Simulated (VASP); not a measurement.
# Pd (Im-3m) in VASP: further runs

Pd is run at these levels: BLYP, r2SCAN, LDA, PBE, PBEsol; tasks: single point, relaxation of cell and atoms.

All numbers are computed with VASP 6.6.1; they aren't measurements. Logs are shortened: lines on timing, memory, paths and dates and some standing lists are left out, and cuts for length are marked.

### 1 The cell of the first run

It takes space group Im-3m (No. 229, cubic). The conventional cell has a = 3.205 Å, b = 3.205 Å, c = 3.205 Å, α = 90.00°, β = 90.00°, γ = 90.00°. Within 3.7 Å of Pd (site symmetry m-3m) lie 14 Pd at 2.78 to 3.20 Å.

### 2 Single point, BLYP

Input file INCAR:

```
PREC = Accurate ; ENCUT = 520
EDIFF = 1E-6 ; ISMEAR = -1
SIGMA = 0.05 ; LREAL = F
LASPH = T ; NELM = 80
ALGO = Fast ; ISIF = 2
LWAVE = F ; LCHARG = F
GGA = B5 ; ALDAX = 1.0
AGGAX = 1.0 ; AGGAC = 1.0
ALDAC = 0.0 ; NBANDS = 11
```

Input file KPOINTS:

```
regular mesh
0
Gamma
  12 12 12
```

Input file POSCAR:

```
Pd
1.0
   -1.6023386333      1.6023386333      1.6023386333
    1.6023386333     -1.6023386333      1.6023386333
    1.6023386333      1.6023386333     -1.6023386333
Pd
1
Direct
    0.0000000000      0.0000000000      0.0000000000
```

Potentials or basis: VASP PAW PBE potentials, release 64 (Pd).

Launch:

```console
> cat potpaw_PBE.64/Pd/POTCAR > POTCAR
> mpirun -np 1 vasp_std > vasp.out
```

OUTCAR:

```text
PREC = Accurate
   ENCUT = 520
   EDIFF = 1E-6
   ISMEAR = -1
   LREAL = F
   LASPH = T
   NELM = 80
   ISIF = 2
   GGA = B5

 ion  position               nearest neighbor table
   1  0.000  0.000  0.000-

  LATTYP: Found a body centered cubic cell.
 ALAT       =     3.2046772666

  Lattice vectors:

 A1 = (  -1.6023386333,   1.6023386333,   1.6023386333)
 A2 = (   1.6023386333,  -1.6023386333,   1.6023386333)
 A3 = (   1.6023386333,   1.6023386333,  -1.6023386333)

Analysis of symmetry for initial positions (statically):
=====================================================================
 Subroutine PRICEL returns:
 Original cell was already a primitive cell.

 Routine SETGRP: Setting up the symmetry group for a
 body centered cubic supercell.

 Subroutine GETGRP returns: Found 48 space group operations
[... 9 lines left out ...]

 Routine SETGRP: Setting up the symmetry group for a
 body centered cubic supercell.

 Subroutine GETGRP returns: Found 48 space group operations
[... 11 lines left out ...]
                                     Primitive cell

  volume of cell :      16.4559

  direct lattice vectors                    reciprocal lattice vectors
    -1.602338633  1.602338633  1.602338633     0.000000000  0.312043902  0.312043902
     1.602338633 -1.602338633  1.602338633     0.312043902  0.000000000  0.312043902
     1.602338633  1.602338633 -1.602338633     0.312043902  0.312043902  0.000000000

  length of vectors
     2.775331924  2.775331924  2.775331924     0.441296719  0.441296719  0.441296719

  position of ions in fractional coordinates (direct lattice)
     0.000000000  0.000000000  0.000000000

  ion indices of the primitive-cell ions
   primitive index   ion index
                 1           1

----------------------------------------------------------------------------------------

 KPOINTS: regular mesh

Automatic generation of k-mesh.
 Grid dimensions read from file:
 generate k-points for:   12   12   12

 Generating k-lattice:

  Cartesian coordinates                     Fractional coordinates (reciprocal lattice)
     0.000000000  0.026003659  0.026003659     0.083333333  0.000000000  0.000000000
     0.026003659  0.000000000  0.026003659     0.000000000  0.083333333  0.000000000
     0.026003659  0.026003659  0.000000000     0.000000000  0.000000000  0.083333333
[... 54 lines left out ...]
   LASPH  =      T    aspherical Exc in radial PAW
   ENCUT  =  520.0 eV  38.22 Ry    6.18 a.u.   5.16  5.16  5.16*2*pi/ulx,y,z
   NELM   =     80;   NELMIN=  2; NELMDL= -5     # of ELM steps
   EDIFF  = 0.1E-05   stopping-criterion for ELM
   LREAL  =      F    real-space projection
   EDIFFG = 0.1E-04   stopping-criterion for IOM
   NSW    =      0    number of steps for IOM
   IBRION =     -1    ionic relax: 0-MD 1-quasi-New 2-CG
   NFREE  =      0    steps in history (QN), initial steepest desc. (CG)
   ISIF   =      2    stress and relaxation
   ISYM   =      2    0-nonsym 1-usesym 2-fastsym
   POTIM  = 0.5000    time-step for ionic-motion
   TEBEG  =    0.0;   TEEND  =   0.0 temperature during run
   PSTRESS=    0.0 pullay stress
   NELECT =      10.0000    total number of electrons
   NUPDOWN=      -1.0000    fix difference up-down
   EMIN   =  10.00;   EMAX   =-10.00  energy-range for DOS
   EFERMI =   0.00;   METHOD = LEGACY
   ISMEAR =    -1;   SIGMA  =   0.05  broadening in eV -4-tet -1-fermi 0-gaus
   EFERMI_NEDOS =   21; number of points for ismear=-14 and -15
   IALGO  =     68    algorithm
   IMIX   =      4    mixing-type and parameters
     AMIX     =   0.40;   BMIX     =  1.00
     AMIX_MAG =   1.60;   BMIX_MAG =  1.00
  volume/ion in A,a.u.               =      16.46       111.05
  Fermi-wavevector in a.u.,A,eV,Ry     =   1.386651  2.620391 26.161299  1.922801
  Thomas-Fermi vector in A             =   2.510947
   LORBIT       =      0    0 simple, 1 ext, 2 COOP (PROOUT), +10 PAW based schemes
   GGA     = B5    functional components
   LHFCALC =     F    Hartree Fock is set to
   AEXX    =    0.0000 exact exchange contribution
   IVDW    =     0    specifies the selected vdW correction
   LEPSILON=     F    determine dielectric tensor
   LRPA    =     F    only Hartree local field effects (RPA)
 non-spin polarized calculation
 RMM-DIIS sequential band-by-band and
  energy-cutoff  :      520.00
  volume of cell :       16.46
 maximum number of plane-waves:       466
 NGX is ok and might be reduce to    24
   NGX = 11   NGY = 11   NGZ = 11

 number of electron      10.0000000 magnetization

 number of electron       9.9999998 magnetization

 Free energy of the ion-electron system (eV)
  ---------------------------------------------------
  ext. energy  EPLUGINS =         0.00000000
  ---------------------------------------------------
  free energy    TOTEN  =        -4.35488685 eV

  energy without entropy =       -4.34321903  energy(sigma->0) =       -4.34905294

 E-fermi :   8.5480     XC(G=0): -11.8943

 val. band max:        8.5349824199   @ k =   0.4167   0.0833   0.0000
 cond. band min:       8.5594424558   @ k =  -0.3333   0.3333   0.0833
 fundamental gap:      0.0244600360
 Fermi energy:         8.5479727412

 k-point     1 :       0.0000    0.0000    0.0000
  band No.  band energies     occupation
      1       2.3663      2.00000
      2       6.0332      2.00000
      3       6.0332      2.00000
      4       6.0332      2.00000
      5       7.7240      2.00000
      6       7.7240      2.00000
      7      27.9415      0.00000
      8      27.9415      0.00000
      9      27.9415      0.00000
     10      35.4890      0.00000
     11      35.5204      0.00000
[... 309 lines left out ...]
 k-point    24 :       0.4167    0.0833    0.0833
  band No.  band energies     occupation
      1       4.4142      2.00000
      2       5.0455      2.00000
      3       7.7196      2.00000
      4       7.7263      2.00000
      5       7.9140      1.99999
      6      12.1337      0.00000
      7      15.6521      0.00000
      8      22.7775      0.00000
      9      23.0825      0.00000
     10      32.2528      0.00000
     11      35.0823      0.00000

 [... further k-points ...]
[... 5 lines left out ...]
  --------------------------------------------------------------------------------------
  -------------------------------------------------------------------------------------
  Total        0.0261893      0.0261893      0.0261893     -0.0000000      0.0000000     -0.0000000
  in kB        2.5498347      2.5498347      2.5498347     -0.0000000      0.0000000     -0.0000000
  external PRESSURE =       2.5498347 kB  Pullay stress =       0.0000000 kB

 VOLUME and BASIS-vectors are now :
 -----------------------------------------------------------------------------
  energy-cutoff  :      520.00
  volume of cell :       16.46
      direct lattice vectors                 reciprocal lattice vectors
    -1.602338633  1.602338633  1.602338633     0.000000000  0.312043902  0.312043902
     1.602338633 -1.602338633  1.602338633     0.312043902  0.000000000  0.312043902
     1.602338633  1.602338633 -1.602338633     0.312043902  0.312043902  0.000000000

 POSITION                                       TOTAL-FORCE (eV/Angst)
 -----------------------------------------------------------------------------------
      0.00000      0.00000      0.00000         0.000000      0.000000      0.000000
 -----------------------------------------------------------------------------------
    total drift:                               -0.000000      0.000000      0.000000

  FREE ENERGIE OF THE ION-ELECTRON SYSTEM (eV)
  ---------------------------------------------------
  free  energy   TOTEN  =        -4.3548868463 eV

  energy  without entropy=       -4.3432190296  energy(sigma->0) =       -4.34905294
```

OSZICAR:

```text
N       E                     dE             d eps       ncg     rms          rms(c)
DAV:   1     0.440034163088E+02    0.44003E+02   -0.50736E+03  1584   0.839E+02
DAV:   2    -0.396239256653E+01   -0.47966E+02   -0.46318E+02  1791   0.180E+02
DAV:   3    -0.455874905249E+01   -0.59636E+00   -0.59472E+00  1870   0.215E+01
DAV:   4    -0.456185241449E+01   -0.31034E-02   -0.31030E-02  1912   0.166E+00
DAV:   5    -0.456189494304E+01   -0.42529E-04   -0.42528E-04  2012   0.169E-01    0.539E+00
RMM:   6    -0.436209532497E+01    0.19980E+00   -0.31116E-01  1658   0.506E+00    0.249E+00
RMM:   7    -0.435713894211E+01    0.49564E-02   -0.43089E-03  1849   0.742E-01    0.140E+00
RMM:   8    -0.435487003412E+01    0.22689E-02   -0.61647E-04  1857   0.259E-01    0.163E-02
RMM:   9    -0.435488397755E+01   -0.13943E-04   -0.93192E-05  1961   0.696E-02    0.172E-02
RMM:  10    -0.435488633273E+01   -0.23552E-05   -0.13964E-05  1943   0.249E-02    0.127E-02
RMM:  11    -0.435488684626E+01   -0.51353E-06   -0.32593E-06  1680   0.127E-02
   1 F= -.43548868E+01 E0= -.43490529E+01  d E =-.116678E-01
```

It took 9.3 s on 1 thread of Intel Xeon Platinum 8488C (Sapphire Rapids), shared host; peak memory 0.14 GiB.

Results:

```yaml
Free_energy: -4.3549 eV
Pressure: 0.3 GPa
Band_gap_on_the_k_mesh: zero (band 5 reaches 9.04 eV, above the bottom of band 6 at 7.63 eV)
```

Caveat: the PAW data sets were made with another functional, which shifts forces and pressure a little.

### 3 Single point, r2SCAN

This run uses another cell than the first one, of 15.03 Å³/atom, 0.913 times its volume.

Input file POSCAR:

```
Pd
1.0
   -1.5546592921      1.5546592921      1.5546592921
    1.5546592921     -1.5546592921      1.5546592921
    1.5546592921      1.5546592921     -1.5546592921
Pd
1
Direct
    0.0000000000      0.0000000000      0.0000000000
```

Input file INCAR.step1:

```
  PREC = Accurate
  ENCUT = 520
  ISMEAR = -1
  SIGMA = 0.05
  LREAL = F
  LASPH = T
  NELM = 80
  NBANDS = 11
  GGA = PE
  ALGO = Normal
  EDIFF = 1E-4
  LWAVE = T
  LCHARG = F
```

Input file INCAR.step2:

```
  PREC = Accurate
  ENCUT = 520
  EDIFF = 1E-7
  ISMEAR = -1
  SIGMA = 0.05
  LREAL = F
  LASPH = T
  NELM = 80
  ALGO = Normal
  ISIF = 2
  LWAVE = F
  LCHARG = T
  METAGGA = R2SCAN
  LMIXTAU = T
  LELF = T
  LVHAR = T
  NBANDS = 11
  ISTART = 1
```

Input file KPOINTS:

```
Automatic mesh
0
Gamma
  12 12 12
```

Potentials or basis: VASP PAW PBE potentials, release 64 (Pd).

Launch:

```console
> cat potpaw_PBE.64/Pd/POTCAR > POTCAR
> cp INCAR.step1 INCAR
> mpirun -np 1 vasp_std > vasp.out
> cp INCAR.step2 INCAR
> mpirun -np 1 vasp_std > vasp.out
```

Wall time 28 s (1 thread of Intel Xeon Platinum 8488C (Sapphire Rapids), shared host); peak memory 0.13 GiB.

It converged, with:

```yaml
Free_energy: -22.9126 eV
Pressure: 0.6 GPa
Band_gap_on_the_k_mesh: zero (band 5 reaches 9.91 eV, above the bottom of band 6 at 8.17 eV)
```

Levels at points of the mesh, in eV from the Fermi level:
```
           k point  band 1  band 2  band 3  band 4  band 5  band 6  band 7  band 8  band 9  band 10
(0.00, 0.00, 0.00)   -7.02   -2.96   -2.96   -2.96   -1.01   -1.01   20.32   20.32   20.32    22.65
(0.50, 0.00, 0.00)   -5.29   -4.16   -1.07   -0.78    0.62    1.72    8.22   15.91   18.58    22.63
(0.50, 0.50, 0.50)   -5.27   -5.27    0.23    0.23    0.23    9.75    9.75    9.75   18.22    18.22
```

Caveat: the PAW data sets were made with another functional, which shifts forces and pressure a little.

### 4 Relaxation of cell and atoms, LDA

This run uses another cell than the first one, of 15.55 Å³/atom, 0.945 times its volume.

Input file INCAR:

```
SYSTEM = Pd
PREC = Accurate ; ENCUT = 600
EDIFF = 1E-7 ; ISMEAR = -1
SIGMA = 0.05 ; LREAL = .False.
LASPH = .True. ; NELM = 80
ALGO = Fast ; ISIF = 3
LWAVE = .False. ; LCHARG = .False.
GGA = CA ; IBRION = 2
NSW = 60 ; EDIFFG = -0.01
```

Input file KPOINTS:

```
regular mesh
0
Gamma
  12 12 12
  0 0 0
```

Input file POSCAR:

```
Pd
1.0
   -1.5722810000      1.5722810000      1.5722810000
    1.5722810000     -1.5722810000      1.5722810000
    1.5722810000      1.5722810000     -1.5722810000
Pd
1
Direct
    0.0000000000      0.0000000000      0.0000000000
```

Potentials or basis: VASP PAW LDA potentials, release 64 (Pd).

Launch:

```console
> cat potpaw_LDA.64/Pd/POTCAR > POTCAR
> mpirun -np 1 vasp_std > vasp.out
```

Run time: 24 s. Hardware: 1 thread of Intel Xeon Platinum 8488C (Sapphire Rapids), shared host; peak memory 0.15 GiB.

It converged, with:

```
Free energy                            : -6.4462 eV
Relaxed volume                         : 14.27 Å³/atom
Relaxed cell                           : a = 2.646 Å, b = 2.646 Å, c = 2.646 Å, α = 109.47°, β = 109.47°, γ = 109.47°
Space group after relaxing (to 0.05 Å) : Im-3m (No. 229)
Energy gained by relaxing              : 66.3 meV/atom
Ionic steps                            : 7
Pressure after relaxing                : 0.0 GPa
Band gap on the k mesh                 : zero (band 5 reaches 10.83 eV, above the bottom of band 6 at 9.04 eV)
```

The path:
| step | energy change (eV) | largest force (eV/Å) | pressure (GPa) | volume (Å³) |
| --- | --- | --- | --- | --- |
| 1 | 0.0000 | 0.0000 | -15.10 | 15.55 |
| 2 | 0.1390 | 0.0000 | 42.15 | 12.48 |
| 3 | -0.0662 | 0.0000 | -0.76 | 14.31 |
| 4 | -0.0663 | 0.0000 | -0.16 | 14.28 |
| 5 | -0.0663 | 0.0000 | 0.23 | 14.25 |
| 6 | -0.0663 | 0.0000 | -0.32 | 14.29 |
| 7 | -0.0663 | 0.0000 | -0.01 | 14.27 |

Final structure:
```
CELL_PARAMETERS angstrom
-1.52785 1.52785 1.52785
1.52785 -1.52785 1.52785
1.52785 1.52785 -1.52785
ATOMIC_POSITIONS crystal
Pd 0.00000 0.00000 0.00000
```

Levels at points of the mesh, in eV from the Fermi level:
| k point | band 3 | band 4 | band 5 | band 6 | band 7 | band 8 |
| --- | --- | --- | --- | --- | --- | --- |
| (0.00, 0.00, 0.00) | -3.12 | -3.12 | -0.97 | -0.97 | 19.41 | 19.41 |
| (0.50, 0.00, 0.00) | -1.06 | -0.71 | 0.69 | 1.30 | 8.23 | 15.19 |
| (0.50, 0.50, 0.50) | 0.27 | 0.27 | 0.27 | 9.28 | 9.28 | 9.28 |

### 5 Relaxation of cell and atoms, PBE

This run uses another cell than the first one, of 15.55 Å³/atom, 0.945 times its volume.

Input file INCAR:

```
SYSTEM = Pd
PREC     = Accurate       ! precision mode
ENCUT    = 600            ! plane-wave cutoff, eV
EDIFF    = 1E-6           ! SCF threshold, eV
ISMEAR   = -1             ! smearing method
SIGMA    = 0.05           ! smearing width, eV
LREAL    = .False.        ! projectors in reciprocal space
LASPH    = .True.         ! aspherical terms in the spheres
NELM     = 80             ! most SCF steps
ALGO     = Normal         ! electronic algorithm
ISIF     = 3              ! what is computed and relaxed
LWAVE    = .False.        ! write WAVECAR
LCHARG   = .False.        ! write CHGCAR
GGA      = PE             ! functional
IBRION   = 2              ! ionic algorithm
NSW      = 60             ! ionic steps
EDIFFG   = -0.01          ! ionic threshold
```

Input file KPOINTS:

```
Automatic mesh
0
Gamma
  12 12 12
  0 0 0
```

POSCAR is that of step 4.

Potentials or basis: VASP PAW PBE potentials, release 64 (Pd).

Launch:

```console
> cat potpaw_PBE.64/Pd/POTCAR > POTCAR
> mpirun -np 1 vasp_std > vasp.out
```

Wall time 11 s (1 thread of Intel Xeon Platinum 8488C (Sapphire Rapids), shared host); peak memory 0.15 GiB.

The run converged. Its results:

```
Free energy                            : -5.1814 eV
Relaxed volume                         : 15.41 Å³/atom
Relaxed cell                           : a = 2.715 Å, b = 2.715 Å, c = 2.715 Å, α = 109.47°, β = 109.47°, γ = 109.47°
Space group after relaxing (to 0.05 Å) : Im-3m (No. 229)
Energy gained by relaxing              : 0.6 meV/atom
Ionic steps                            : 3
Pressure after relaxing                : 0.0 GPa
Band gap on the k mesh                 : zero (band 5 reaches 9.62 eV, above the bottom of band 6 at 8.05 eV)
```

The path:
```csv
step,energy change (eV),largest force (eV/Å),pressure (GPa),volume (Å³)
1,0.0000,0.0000,-1.45,15.55
2,0.0004,0.0000,1.82,15.23
3,-0.0006,0.0000,-0.03,15.41
```

Final structure:
```
Pd
1.0
    -1.56765    1.56765    1.56765
     1.56765   -1.56765    1.56765
     1.56765    1.56765   -1.56765
Pd
1
Direct
  0.00000 0.00000 0.00000
```

Levels at points of the mesh, in eV from the Fermi level:
```csv
k point,band 3,band 4,band 5,band 6,band 7,band 8
"(0.00, 0.00, 0.00)",-2.75,-2.75,-0.88,-0.88,19.31,19.31
"(0.50, 0.00, 0.00)",-0.95,-0.66,0.58,1.50,7.62,15.07
"(0.50, 0.50, 0.50)",0.22,0.22,0.22,9.11,9.11,9.11
```

### 6 Relaxation of cell and atoms, PBEsol

This run uses another cell than the first one, of 15.55 Å³/atom, 0.945 times its volume.

Input file INCAR:

```
ALGO = Fast ; EDIFF = 1E-6
EDIFFG = -0.01 ; ENCUT = 600
GGA = PS ; IBRION = 2
ISIF = 3 ; ISMEAR = -1
LASPH = T ; LCHARG = F
LREAL = F ; LWAVE = F
NELM = 100 ; NSW = 60
PREC = Accurate ; SIGMA = 0.05
```

Input file KPOINTS:

```
k-points
0
Gamma
  12 12 12
```

POSCAR is that of step 5.

Potentials or basis: VASP PAW PBE potentials, release 64 (Pd).

Launch:

```console
> cat potpaw_PBE.64/Pd/POTCAR > POTCAR
> mpirun -np 1 vasp_std > vasp.out
```

Wall time 16 s (1 thread of Intel Xeon Platinum 8488C (Sapphire Rapids), shared host); peak memory 0.15 GiB.

Results (log left out):

| Item | Value |
| --- | --- |
| Free energy | -5.9161 eV |
| Relaxed volume | 14.63 Å³/atom |
| Relaxed cell | a = 2.669 Å, b = 2.669 Å, c = 2.669 Å, α = 109.47°, β = 109.47°, γ = 109.47° |
| Space group after relaxing (to 0.05 Å) | Im-3m (No. 229) |
| Energy gained by relaxing | 31.4 meV/atom |
| Ionic steps | 4 |
| Pressure after relaxing | 0.0 GPa |
| Band gap on the k mesh | zero (band 5 reaches 10.38 eV, above the bottom of band 6 at 8.66 eV) |

The path:
```
step  energy change (eV)  largest force (eV/Å)  pressure (GPa)  volume (Å³)
   1              0.0000                0.0000          -10.30        15.55
   2              0.0462                0.0000           22.20        13.41
   3             -0.0314                0.0000           -0.32        14.65
   4             -0.0314                0.0000            0.00        14.63
```

Final structure:
```
Pd
1.0
    -1.54088    1.54088    1.54088
     1.54088   -1.54088    1.54088
     1.54088    1.54088   -1.54088
Pd
1
Direct
  0.00000 0.00000 0.00000
```

Levels at points of the mesh, in eV from the Fermi level:
```tsv
k point	band 3	band 4	band 5	band 6	band 7	band 8
(0.00, 0.00, 0.00)	-2.99	-2.99	-0.94	-0.94	19.37	19.37
(0.50, 0.00, 0.00)	-1.01	-0.69	0.66	1.33	8.01	15.13
(0.50, 0.50, 0.50)	0.26	0.26	0.26	9.21	9.21	9.21
```

Caveat: the PAW data sets were made with another functional, which shifts forces and pressure a little.

### 7 Summary

```tsv
task	level	potentials or basis	cell	cutoff (eV)	gap on the mesh (eV)	pressure (GPa)	relaxed volume (Å³/atom)
single point	BLYP	VASP PAW PBE potentials, release 64 (Pd)	a = 2.775 Å, angles 109.5°, 1 atom	520	none	0.3	-
single point	r2SCAN	VASP PAW PBE potentials, release 64 (Pd)	a = 2.693 Å, angles 109.5°, 1 atom	520	none	0.6	-
relaxation of cell and atoms	LDA	VASP PAW LDA potentials, release 64 (Pd)	relaxed from a = 2.723 Å, angles 109.5°, 1 atom	600	none	0.0	14.27
relaxation of cell and atoms	PBE	VASP PAW PBE potentials, release 64 (Pd)	relaxed from a = 2.723 Å, angles 109.5°, 1 atom	600	none	0.0	15.41
relaxation of cell and atoms	PBEsol	VASP PAW PBE potentials, release 64 (Pd)	relaxed from a = 2.723 Å, angles 109.5°, 1 atom	600	none	0.0	14.63
```

Alike in all rows: no spin polarisation; k mesh 12 × 12 × 12; smearing fermi-dirac 0.05 eV.

Caveats: the PAW data sets were made with another functional, which shifts forces and pressure a little (some runs).

Absolute energies hang on the potentials; compare differences alone.
